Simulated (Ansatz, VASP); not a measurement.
This is a calculation of InAs for Ansatz 0.2.0.

File input.yaml:

```yaml
crystal:
  lattice:
    - [0.0, 3.018, 3.018]
    - [3.018, 0.0, 3.018]
    - [3.018, 3.018, 0.0]
  atoms:
    - { symbol: In, position: [0.0, 0.0, 0.0] }
    - { symbol: As, position: [0.75, 0.75, 0.75] }
kpoints:
  mp_grid: { grid: [8, 8, 8] }
scf:
  occupations: { method: fermi_dirac, width: 0.05 }
hamiltonian:
  xc: revpbe
  pseudopotentials: { kind: all_electron, lapw: { basis_error: 0.001 } }
output:
  forces: true
  stress: true
relax:
  f_tol: 0.005
  max_steps: 60
  cell: {}
```

Potentials or basis: all-electron LAPW, scalar-relativistic.

Run with:

```bash
$ ansatz run input.yaml --threads 1 --pin off --max-ram 3072MiB --backend cpu --events-out ev --progress --plain --runs-dir out
```

Question: Translate it to VASP 6.6.1. Potentials there: VASP PAW PBE potentials, release 64 (In_d, As).

Answer: As run (the cutoff follows the program's own potentials):

File INCAR:

```
SYSTEM = InAs
  PREC = Accurate
  ENCUT = 600
  EDIFF = 1E-7
  ISMEAR = -1
  SIGMA = 0.05
  LREAL = .False.
  LASPH = .True.
  NELM = 100
  ALGO = Normal
  ISIF = 3
  LWAVE = .False.
  LCHARG = .False.
  GGA = RE
  IBRION = 2
  NSW = 80
  EDIFFG = -0.005
```

File KPOINTS:

```
Automatic mesh
0
Gamma
  8 8 8
  0 0 0
```

Contents of POSCAR:

```
InAs
1.0
    0.0000000000      3.0180000000      3.0180000000
    3.0180000000      0.0000000000      3.0180000000
    3.0180000000      3.0180000000      0.0000000000
In As
1 1
Direct
    0.0000000000      0.0000000000      0.0000000000
    0.7500000000      0.7500000000      0.7500000000
```

Potentials or basis: VASP PAW PBE potentials, release 64 (In_d, As).

The run is started by

```bash
$ cat potpaw_PBE.64/In_d/POTCAR potpaw_PBE.64/As/POTCAR > POTCAR
$ mpirun -np 1 vasp_std > vasp.out
```

Both were run:

|  | VASP | Ansatz | Ansatz less VASP |
| --- | --- | --- | --- |
| relaxed volume (Å³/atom) | 30.33 | 30.31 | -0.016 |
| relaxed cell length with the largest relative difference (Å) | 4.410 | 4.410 | -0.0008 |

VASP's potentials were made for PBE, not for revPBE. Ansatz ran all-electron here, and VASP with PAW potentials.
